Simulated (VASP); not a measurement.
# VSi2 (d3) (P6_222) in VASP: notebook, part 2 of 2

VASP 6.6.1. The steps go on from the part before.

### Step 4. Single point, PBE+D3(BJ)

This run uses another cell than the first one, of 12.50 Å³/atom, 1.020 times its volume.

The input, INCAR:

```
SYSTEM = VSi2
ALGO = Normal
EDIFF = 1E-6
ENCUT = 520
GGA = PE
ISIF = 2
ISMEAR = 0
IVDW = 12
LASPH = .TRUE.
LCHARG = .FALSE.
LREAL = .FALSE.
LWAVE = .FALSE.
NBANDS = 42
NELM = 100
PREC = Accurate
SIGMA = 0.1
```

The input, KPOINTS:

```
k-points
0
G
  6 6 4
  0 0 0
```

The input, POSCAR:

```
VSi2
1.0
    4.5347995800      0.0000000000      0.0000000000
   -2.2673997900      3.9272516400      0.0000000000
    0.0000000000      0.0000000000      6.3189006300
V Si
3 6
Direct
    0.0000000000      0.5000000000      0.1666666700
    0.5000000000      0.5000000000      0.8333333300
    0.5000000000      0.0000000000      0.5000000000
    0.8375067800      0.6750135500      0.5000000000
    0.1624932300      0.8375067800      0.8333333300
    0.6750135500      0.8375067800      0.1666666700
    0.1624932200      0.3249864500      0.5000000000
    0.8375067800      0.1624932200      0.8333333300
    0.3249864500      0.1624932300      0.1666666700
```

Potentials or basis: VASP PAW PBE potentials, release 64 (V_sv, Si).

The run is started by

```sh
$ cat potpaw_PBE.64/V_sv/POTCAR potpaw_PBE.64/Si/POTCAR > POTCAR
$ mpirun -np 1 vasp_std > vasp.out
```

OUTCAR:

```text
SYSTEM = VSi2
   EDIFF = 1E-6
   ENCUT = 520
   GGA = PE
   ISIF = 2
   ISMEAR = 0
   IVDW = 12
   LASPH = .TRUE.
   LREAL = .FALSE.
   NELM = 100
   PREC = Accurate
 IVDW          = 12

 ion  position               nearest neighbor table
   1  0.000  0.500  0.167-   4 2.49   7 2.49   5 2.49   8 2.49   9 2.60   6 2.60   6 2.60   9 2.60
                             6 2.65   9 2.65
   2  0.500  0.500  0.833-   4 2.49   7 2.49   9 2.49   6 2.49   8 2.60   5 2.60   8 2.60   5 2.60
                             5 2.65   8 2.65
   3  0.500  0.000  0.500-   5 2.49   6 2.49   9 2.49   8 2.49   7 2.60   4 2.60   7 2.60   4 2.60
                             7 2.65   4 2.65
   4  0.838  0.675  0.500-   5 2.46   6 2.46   1 2.49   2 2.49   7 2.55   3 2.60   3 2.60   3 2.65
                             7 2.65   7 2.65   8 3.05   9 3.05   9 3.14   8 3.14
   5  0.162  0.838  0.833-   4 2.46   9 2.46   3 2.49   1 2.49   8 2.55   2 2.60   2 2.60   2 2.65
                             8 2.65   8 2.65   7 3.05   6 3.05   7 3.14   6 3.14
   6  0.675  0.838  0.167-   4 2.46   8 2.46   3 2.49   2 2.49   9 2.55   1 2.60   1 2.60   1 2.65
                             9 2.65   9 2.65   7 3.05   5 3.05   7 3.14   5 3.14
   7  0.162  0.325  0.500-   8 2.46   9 2.46   1 2.49   2 2.49   4 2.55   3 2.60   3 2.60   3 2.65
                             4 2.65   4 2.65   6 3.05   5 3.05   5 3.14   6 3.14
[... 1153 lines left out ...]

------------------------ aborting loop because EDIFF is reached ----------------------------------------

 Edisp (eV)   -5.14246

 E8    (eV) :    -2.2211

  FORCE on cell =-STRESS in cart. coord.  units (eV):
  Direction    XX          YY          ZZ          XY          YZ          ZX
  --------------------------------------------------------------------------------------
  -------------------------------------------------------------------------------------
  Total      -2.87775    -2.87775    -1.95325     0.00000     0.00000     0.00000
  in kB     -40.97093   -40.97093   -27.80869     0.00000     0.00000     0.00000
  external pressure =      -36.58 kB  Pullay stress =        0.00 kB

 VOLUME and BASIS-vectors are now :
 -----------------------------------------------------------------------------
  energy-cutoff  :      520.00
  volume of cell :      112.54
      direct lattice vectors                 reciprocal lattice vectors
     4.534799580  0.000000000  0.000000000     0.220516912  0.127315498  0.000000000
    -2.267399790  3.927251640  0.000000000     0.000000000  0.254630997  0.000000000
     0.000000000  0.000000000  6.318900630     0.000000000  0.000000000  0.158255377

 POSITION                                       TOTAL-FORCE (eV/Angst)
 -----------------------------------------------------------------------------------
     -1.13370      1.96363      1.05315         0.000000      0.000000     -0.000000
      1.13370      1.96363      5.26575         0.000000      0.000000      0.000000
      2.26740      0.00000      3.15945         0.000000      0.000000     -0.000000
      2.26740      2.65095      3.15945         0.000000     -0.083434     -0.000000
     -1.16209      3.28910      5.26575         0.072256     -0.041717     -0.000000
      1.16209      3.28910      1.05315        -0.072256     -0.041717     -0.000000
     -0.00000      1.27630      3.15945         0.000000      0.083434     -0.000000
      3.42949      0.63815      5.26575        -0.072256      0.041717     -0.000000
      1.10531      0.63815      1.05315         0.072256      0.041717     -0.000000
 -----------------------------------------------------------------------------------
    total drift:                                0.000000      0.000003      0.000050

  FREE ENERGIE OF THE ION-ELECTRON SYSTEM (eV)
  ---------------------------------------------------
  free  energy   TOTEN  =       -69.0106677468 eV

  energy  without entropy=      -68.9787923070  energy(sigma->0) =      -68.99473003
```

Run time: 72 s. Hardware: 1 thread of Intel Xeon Platinum 8488C (Sapphire Rapids), shared host; peak memory 0.27 GiB.

Results:

| Property | Result |
| --- | --- |
| Free energy | -69.0107 eV |
| Pressure | -3.7 GPa |
| Largest force | 0.083 eV/Å |
| Dispersion energy per atom | -0.571 eV |

Forces in eV/Å, atoms in the order of the input:
```
V    0.000  0.000  0.000
V    0.000  0.000  0.000
V    0.000  0.000  0.000
Si   0.000 -0.083  0.000
Si   0.072 -0.042  0.000
Si  -0.072 -0.042  0.000
Si   0.000  0.083  0.000
Si  -0.072  0.042  0.000
Si   0.072  0.042  0.000
```

Caveat: pairwise dispersion overbinds metals, which lowers pressure and volume.

### Step 5. Summary

| task | cell | k mesh | cutoff (eV) | gap on the mesh (eV) | pressure (GPa) |
| --- | --- | --- | --- | --- | --- |
| single point | a = 4.497, b = 4.497, c = 6.296 Å, angles 90.0, 90.0, 120.0°, 9 atoms | 9 × 9 × 6 | 520 | none | 0.0 |
| relaxation of cell and atoms | relaxed from a = 4.535, b = 4.535, c = 6.319 Å, angles 90.0, 90.0, 120.0°, 9 atoms | 9 × 9 × 6 | 600 | none | 0.0 |
| single point | a = 4.535, b = 4.535, c = 6.319 Å, angles 90.0, 90.0, 120.0°, 9 atoms | 6 × 6 × 4 | 520 | none | -3.7 |

Alike in all rows: level PBE+D3(BJ); potentials or basis VASP PAW PBE potentials, release 64 (V_sv, Si); no spin polarisation; smearing gaussian 0.1 eV.

Caveats: pairwise dispersion overbinds metals, which lowers pressure and volume.

Absolute energies hang on the potentials; compare differences alone.
